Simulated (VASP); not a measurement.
# Os (Fm-3m) in VASP: notebook

The runs below take Os through single point, with PBEsol.

Everything below comes from runs of VASP 6.6.1. Logs are shortened: lines on timing, memory, paths and dates and some standing lists are left out, and cuts for length are marked.

## Step 1: The cell of the first run

The structure is cubic, space group Fm-3m (No. 225). Conventional cell: a = 3.662 Å, b = 3.662 Å, c = 3.662 Å, α = 90.00°, β = 90.00°, γ = 90.00°. Within 3.4 Å of Os (site symmetry m-3m) lie 12 Os at 2.59 Å.

## Step 2: Single point, PBEsol (volume scaled by 0.88)

File INCAR:

```
PREC = Accurate ; ENCUT = 520
EDIFF = 1E-6 ; ISMEAR = -1
SIGMA = 0.1 ; LREAL = F
LASPH = T ; NELM = 80
ALGO = Normal ; ISIF = 2
LWAVE = F ; LCHARG = F
GGA = PS ; NBANDS = 10
```

File KPOINTS:

```
regular mesh
0
Gamma
  16 16 16
```

File POSCAR:

```
Os
1.0
    0.0000000000      1.8312311503      1.8312311503
    1.8312311503      0.0000000000      1.8312311503
    1.8312311503      1.8312311503      0.0000000000
Os
1
Direct
    0.0000000000      0.0000000000      0.0000000000
```

Potentials or basis: VASP PAW PBE potentials, release 64 (Os).

Launch:

```
cat potpaw_PBE.64/Os/POTCAR > POTCAR
mpirun -np 1 vasp_std > vasp.out
```

OUTCAR:

```text
PREC = Accurate
   ENCUT = 520
   EDIFF = 1E-6
   ISMEAR = -1
   LREAL = F
   LASPH = T
   NELM = 80
   ISIF = 2
   GGA = PS

 ion  position               nearest neighbor table
   1  0.000  0.000  0.000-

  LATTYP: Found a face centered cubic cell.
 ALAT       =     3.6624623006

  Lattice vectors:

 A1 = (   0.0000000000,   1.8312311503,   1.8312311503)
 A2 = (   1.8312311503,   0.0000000000,   1.8312311503)
 A3 = (   1.8312311503,   1.8312311503,   0.0000000000)

Analysis of symmetry for initial positions (statically):
=====================================================================
 Subroutine PRICEL returns:
 Original cell was already a primitive cell.

 Routine SETGRP: Setting up the symmetry group for a
 face centered cubic supercell.

 Subroutine GETGRP returns: Found 48 space group operations
 (whereof 48 operations were pure point group operations)
 out of a pool of 48 trial point group operations.

The static configuration has the point symmetry O_h .

Analysis of symmetry for dynamics (positions and initial velocities):
=====================================================================
 Subroutine PRICEL returns:
 Original cell was already a primitive cell.

 Routine SETGRP: Setting up the symmetry group for a
 face centered cubic supercell.

 Subroutine GETGRP returns: Found 48 space group operations
 (whereof 48 operations were pure point group operations)
 out of a pool of 48 trial point group operations.

The dynamic configuration has the point symmetry O_h .

 Subroutine INISYM returns: Found 48 space group operations
 (whereof 48 operations are pure point group operations),
 and found     1 'primitive' translations

----------------------------------------------------------------------------------------

                                     Primitive cell

  volume of cell :      12.2817

  direct lattice vectors                    reciprocal lattice vectors
     0.000000000  1.831231150  1.831231150    -0.273040353  0.273040353  0.273040353
     1.831231150  0.000000000  1.831231150     0.273040353 -0.273040353  0.273040353
     1.831231150  1.831231150  0.000000000     0.273040353  0.273040353 -0.273040353

  length of vectors
     2.589751929  2.589751929  2.589751929     0.472919764  0.472919764  0.472919764

  position of ions in fractional coordinates (direct lattice)
     0.000000000  0.000000000  0.000000000

  ion indices of the primitive-cell ions
   primitive index   ion index
                 1           1

----------------------------------------------------------------------------------------

 KPOINTS: regular mesh

Automatic generation of k-mesh.
 Grid dimensions read from file:
 generate k-points for:   16   16   16

 Generating k-lattice:

  Cartesian coordinates                     Fractional coordinates (reciprocal lattice)
    -0.017065022  0.017065022  0.017065022     0.062500000  0.000000000  0.000000000
     0.017065022 -0.017065022  0.017065022     0.000000000  0.062500000  0.000000000
     0.017065022  0.017065022 -0.017065022     0.000000000  0.000000000  0.062500000

  Length of vectors
     0.029557485  0.029557485  0.029557485

  Shift w.r.t. Gamma in fractional coordinates (k-lattice)
     0.000000000  0.000000000  0.000000000

 Subroutine IBZKPT returns following result:
 ===========================================

 Found    145 irreducible k-points:

 Following reciprocal coordinates:
            Coordinates               Weight
  0.000000  0.000000  0.000000      1.000000
  0.062500  0.000000  0.000000      8.000000
  0.125000  0.000000  0.000000      8.000000
  0.187500  0.000000  0.000000      8.000000
  0.250000  0.000000  0.000000      8.000000
  0.312500  0.000000  0.000000      8.000000
[... 16 lines left out ...]
 -0.125000  0.062500  0.000000     24.000000
 -0.062500  0.062500  0.000000     12.000000
 [... further k-points ...]
   k-points           NKPTS =    145   k-points in BZ     NKDIM =    145   number of bands    NBANDS=     10
   number of dos      NEDOS =    301   number of ions     NIONS =      1
   total plane-waves  NPLWV =   8000
   dimension x,y,z NGX =    20 NGY =   20 NGZ =   20
   dimension x,y,z NGXF=    40 NGYF=   40 NGZF=   40
   ions per type =               1
   NGX,Y,Z   is equivalent  to a cutoff of  12.84, 12.84, 12.84 a.u.
   NGXF,Y,Z  is equivalent  to a cutoff of  25.68, 25.68, 25.68 a.u.
 SYSTEM =  unknown system
   PREC   = accura    normal or accurate (medium, high low for compatibility)
   ISTART =      0    job   : 0-new  1-cont  2-samecut
   ICHARG =      2    charge: 1-file 2-atom 10-const
   ISPIN  =      1    spin polarized calculation?
   LNONCOLLINEAR =      F non collinear calculations
   LSORBIT =      F    spin-orbit coupling
   LASPH  =      T    aspherical Exc in radial PAW
   ENCUT  =  520.0 eV  38.22 Ry    6.18 a.u.   4.82  4.82  4.82*2*pi/ulx,y,z
   NELM   =     80;   NELMIN=  2; NELMDL= -5     # of ELM steps
   EDIFF  = 0.1E-05   stopping-criterion for ELM
   LREAL  =      F    real-space projection
   EDIFFG = 0.1E-04   stopping-criterion for IOM
   NSW    =      0    number of steps for IOM
   IBRION =     -1    ionic relax: 0-MD 1-quasi-New 2-CG
   NFREE  =      0    steps in history (QN), initial steepest desc. (CG)
   ISIF   =      2    stress and relaxation
   ISYM   =      2    0-nonsym 1-usesym 2-fastsym
   POTIM  = 0.5000    time-step for ionic-motion
   TEBEG  =    0.0;   TEEND  =   0.0 temperature during run
   PSTRESS=    0.0 pullay stress
   NELECT =       8.0000    total number of electrons
   NUPDOWN=      -1.0000    fix difference up-down
   EMIN   =  10.00;   EMAX   =-10.00  energy-range for DOS
   EFERMI =   0.00;   METHOD = LEGACY
   ISMEAR =    -1;   SIGMA  =   0.10  broadening in eV -4-tet -1-fermi 0-gaus
   EFERMI_NEDOS =   21; number of points for ismear=-14 and -15
   IALGO  =     38    algorithm
   IMIX   =      4    mixing-type and parameters
     AMIX     =   0.40;   BMIX     =  1.00
     AMIX_MAG =   1.60;   BMIX_MAG =  1.00
  volume/ion in A,a.u.               =      12.28        82.88
  Fermi-wavevector in a.u.,A,eV,Ry     =   1.419117  2.681743 27.400694  2.013894
  Thomas-Fermi vector in A             =   2.540172
   LORBIT       =      0    0 simple, 1 ext, 2 COOP (PROOUT), +10 PAW based schemes
   GGA     = PS    functional components
   LHFCALC =     F    Hartree Fock is set to
   AEXX    =    0.0000 exact exchange contribution
   IVDW    =     0    specifies the selected vdW correction
   LEPSILON=     F    determine dielectric tensor
   LRPA    =     F    only Hartree local field effects (RPA)
 non-spin polarized calculation
  energy-cutoff  :      520.00
  volume of cell :       12.28
 maximum number of plane-waves:       343
   NGX =  9   NGY =  9   NGZ =  9

 number of electron       8.0000000 magnetization

 Free energy of the ion-electron system (eV)
  ---------------------------------------------------
  ext. energy  EPLUGINS =         0.00000000
  ---------------------------------------------------
  free energy    TOTEN  =       -11.75754723 eV

  energy without entropy =      -11.73644783  energy(sigma->0) =      -11.74699753

 E-fermi :  11.3496     XC(G=0): -14.9038

 val. band max:       11.3342766215   @ k =   0.4375   0.3125   0.1250
 cond. band min:      11.3532019123   @ k =  -0.3750   0.3750   0.0625
 fundamental gap:      0.0189252908
 Fermi energy:        11.3496467794

 k-point     1 :       0.0000    0.0000    0.0000
  band No.  band energies     occupation
      1      -0.8025      2.00000
      2       7.6175      2.00000
      3       7.6175      2.00000
      4       7.6175      2.00000
      5      11.3771      0.86374
      6      11.3771      0.86374
      7      25.3877      0.00000
      8      32.0173      0.00000
      9      32.0173      0.00000
     10      32.0173      0.00000

 k-point     2 :       0.0625    0.0000    0.0000
  band No.  band energies     occupation
      1      -0.5886      2.00000
      2       7.4788      2.00000
      3       7.7181      2.00000
      4       7.7181      2.00000
      5      11.2949      1.26702
      6      11.2949      1.26702
      7      25.8012      0.00000
      8      31.0030      0.00000
      9      32.4105      0.00000
     10      32.4105      0.00000

 k-point     3 :       0.1250    0.0000    0.0000
  band No.  band energies     occupation
      1       0.0160      2.00000
      2       7.1469      2.00000
      3       7.9691      2.00000
      4       7.9691      2.00000
      5      11.1296      1.80054
      6      11.1296      1.80054
      7      26.8743      0.00000
      8      29.3302      0.00000
      9      33.5464      0.00000
     10      33.5464      0.00000

 k-point     4 :       0.1875    0.0000    0.0000
  band No.  band energies     occupation
      1       0.8802      2.00000
      2       6.8471      2.00000
      3       8.1964      2.00000
      4       8.1964      2.00000
      5      11.1210      1.81555
      6      11.1210      1.81555
      7      27.0496      0.00000
      8      29.0950      0.00000
      9      35.3149      0.00000
     10      35.3149      0.00000

 k-point     5 :       0.2500    0.0000    0.0000
  band No.  band energies     occupation
      1       1.7276      2.00000
      2       6.9187      2.00000
      3       8.1820      2.00000
      4       8.1820      2.00000
      5      11.5377      0.26457
      6      11.5377      0.26457
      7      25.7391      0.00000
      8      30.2437      0.00000
      9      37.5644      0.00000
     10      37.5777      0.00000

 k-point     6 :       0.3125    0.0000    0.0000
  band No.  band energies     occupation
      1       2.2159      2.00000
      2       7.6898      2.00000
      3       7.9489      2.00000
      4       7.9489      2.00000
      5      12.3509      0.00009
      6      12.3509      0.00009
      7      24.5348      0.00000
      8      29.4976      0.00000
      9      37.9263      0.00000
     10      37.9320      0.00000

 k-point     7 :       0.3750    0.0000    0.0000
  band No.  band energies     occupation
      1       2.3191      2.00000
      2       7.6734      2.00000
      3       7.6734      2.00000
      4       9.0574      2.00000
      5      13.2937      0.00000
      6      13.2937      0.00000
      7      23.5203      0.00000
      8      27.3161      0.00000
      9      35.3993      0.00000
     10      35.3993      0.00000

 k-point     8 :       0.4375    0.0000    0.0000
  band No.  band energies     occupation
      1       2.2742      2.00000
      2       7.4730      2.00000
      3       7.4730      2.00000
      4      10.4502      1.99975
      5      14.0602      0.00000
      6      14.0602      0.00000
      7      22.6303      0.00000
      8      25.5521      0.00000
      9      33.6733      0.00000
     10      33.6733      0.00000

 k-point     9 :       0.5000    0.0000    0.0000
  band No.  band energies     occupation
      1       2.2439      2.00000
      2       7.4012      2.00000
      3       7.4012      2.00000
      4      11.0764      1.87780
      5      14.3603      0.00000
      6      14.3603      0.00000
      7      22.1719      0.00000
      8      24.9540      0.00000
      9      33.0545      0.00000
     10      33.0545      0.00000
[... 118 lines left out ...]
 k-point    19 :      -0.3750    0.0625    0.0000
  band No.  band energies     occupation
      1       2.5038      2.00000
      2       7.4395      2.00000
      3       7.7185      2.00000
      4       9.1721      2.00000
      5      13.1101      0.00000
      6      14.4782      0.00000
      7      23.3440      0.00000
      8      26.7900      0.00000
      9      33.6709      0.00000
     10      35.4808      0.00000

 k-point    20 :      -0.3125    0.0625    0.0000
  band No.  band energies     occupation
      1       2.4806      2.00000
      2       7.6994      2.00000
      3       7.8497      2.00000
      4       7.9748      2.00000
      5      12.0609      0.00163
      6      13.5644      0.00000
      7      24.4744      0.00000
      8      28.8587      0.00000
      9      35.1911      0.00000
     10      38.2494      0.00000

 k-point    21 :      -0.2500    0.0625    0.0000
  band No.  band energies     occupation
      1       2.1344      2.00000
      2       6.8536      2.00000
      3       8.0674      2.00000
      4       8.2620      2.00000
      5      11.1121      1.82995
      6      12.5988      0.00001
      7      25.6530      0.00000
      8      30.4192      0.00000
      9      36.2149      0.00000
     10      36.5347      0.00000

 k-point    22 :      -0.1875    0.0625    0.0000
  band No.  band energies     occupation
      1       1.3622      2.00000
      2       6.6241      2.00000
      3       8.2535      2.00000
      4       8.3719      2.00000
      5      10.5752      1.99913
      6      11.8546      0.01275
      7      26.9613      0.00000
      8      29.6885      0.00000
      9      34.7182      0.00000
     10      37.1082      0.00000

 k-point    23 :      -0.1250    0.0625    0.0000
  band No.  band energies     occupation
      1       0.4625      2.00000
      2       6.8668      2.00000
      3       8.1511      2.00000
      4       8.1822      2.00000
      5      10.6260      1.99856
      6      11.4919      0.38852
      7      27.6047      0.00000
      8      28.8966      0.00000
      9      33.2556      0.00000
     10      34.9642      0.00000

 k-point    24 :      -0.0625    0.0625    0.0000
  band No.  band energies     occupation
      1      -0.2425      2.00000
      2       7.2340      2.00000
      3       7.8560      2.00000
      4       7.9317      2.00000
      5      10.9688      1.95662
      6      11.3933      0.78526
      7      26.4554      0.00000
      8      30.1562      0.00000
      9      32.4136      0.00000
     10      33.3562      0.00000

 [... further k-points ...]
[... 5 lines left out ...]
  --------------------------------------------------------------------------------------
  -------------------------------------------------------------------------------------
  Total        5.8329294      5.8329294      5.8329294      0.0000000      0.0000000      0.0000000
  in kB      760.9179067    760.9179067    760.9179067      0.0000000      0.0000000      0.0000000
  external PRESSURE =     760.9179067 kB  Pullay stress =       0.0000000 kB

 VOLUME and BASIS-vectors are now :
 -----------------------------------------------------------------------------
  energy-cutoff  :      520.00
  volume of cell :       12.28
      direct lattice vectors                 reciprocal lattice vectors
     0.000000000  1.831231150  1.831231150    -0.273040353  0.273040353  0.273040353
     1.831231150  0.000000000  1.831231150     0.273040353 -0.273040353  0.273040353
     1.831231150  1.831231150  0.000000000     0.273040353  0.273040353 -0.273040353

 POSITION                                       TOTAL-FORCE (eV/Angst)
 -----------------------------------------------------------------------------------
      0.00000      0.00000      0.00000         0.000000      0.000000     -0.000000
 -----------------------------------------------------------------------------------
    total drift:                                0.000000      0.000000     -0.000000

  FREE ENERGIE OF THE ION-ELECTRON SYSTEM (eV)
  ---------------------------------------------------
  free  energy   TOTEN  =       -11.7575472310 eV

  energy  without entropy=      -11.7364478318  energy(sigma->0) =      -11.74699753
```

Wall time 8.3 s (1 thread of Intel Xeon 6975P-C (Granite Rapids), shared host); peak memory 0.14 GiB.

What came out:

| Item | Value |
| --- | --- |
| Free energy | -11.7575 eV |
| Pressure | 76.1 GPa |
| Band gap on the k mesh | zero (band 4 reaches 14.33 eV, above the bottom of band 5 at 9.20 eV) |

Caveat: the cell differs from its parent crystal (volume scaled by 0.88); the PAW data sets were made with another functional, which shifts forces and pressure a little; spin-orbit coupling is left out, which moves the levels of the heavy elements.

## Step 3: Single point, PBEsol

This run uses another cell than the first one, of 13.96 Å³/atom, 1.136 times its volume.

File INCAR:

```
SYSTEM = Os
ALGO = Normal
EDIFF = 1E-6
ENCUT = 520
GGA = PS
ISIF = 2
ISMEAR = -1
LASPH = .TRUE.
LCHARG = .FALSE.
LREAL = .FALSE.
LWAVE = .FALSE.
NBANDS = 10
NELM = 60
PREC = Accurate
SIGMA = 0.1
```

File KPOINTS:

```
k-points
0
G
  16 16 16
  0 0 0
```

File POSCAR:

```
Os
1.0
    0.0000000000      1.9109483252      1.9109483252
    1.9109483252      0.0000000000      1.9109483252
    1.9109483252      1.9109483252      0.0000000000
Os
1
Direct
    0.0000000000      0.0000000000      0.0000000000
```

Potentials or basis: VASP PAW PBE potentials, release 64 (Os).

Launch:

```
cat potpaw_PBE.64/Os/POTCAR > POTCAR
mpirun -np 1 vasp_std > vasp.out
```

Wall time 8.4 s (1 thread of Intel Xeon 6975P-C (Granite Rapids), shared host); peak memory 0.13 GiB.

Results (log left out):

```
Free energy            : -12.1118 eV
Pressure               : 0.3 GPa
Band gap on the k mesh : zero (band 4 reaches 11.68 eV, above the bottom of band 5 at 7.54 eV)
```

Levels at points of the mesh, in eV from the Fermi level:
```tsv
k point	band 2	band 3	band 4	band 5	band 6	band 7
(0.00, 0.00, 0.00)	-3.07	-3.07	-3.07	0.01	0.01	14.22
(0.50, 0.00, 0.00)	-3.23	-3.23	-0.30	2.44	2.44	8.99
(0.50, 0.50, 0.00)	-6.98	2.30	2.41	3.14	3.14	12.24
```

Caveat: the PAW data sets were made with another functional, which shifts forces and pressure a little; spin-orbit coupling is left out, which moves the levels of the heavy elements.

(Continued in part 2 of 2.)
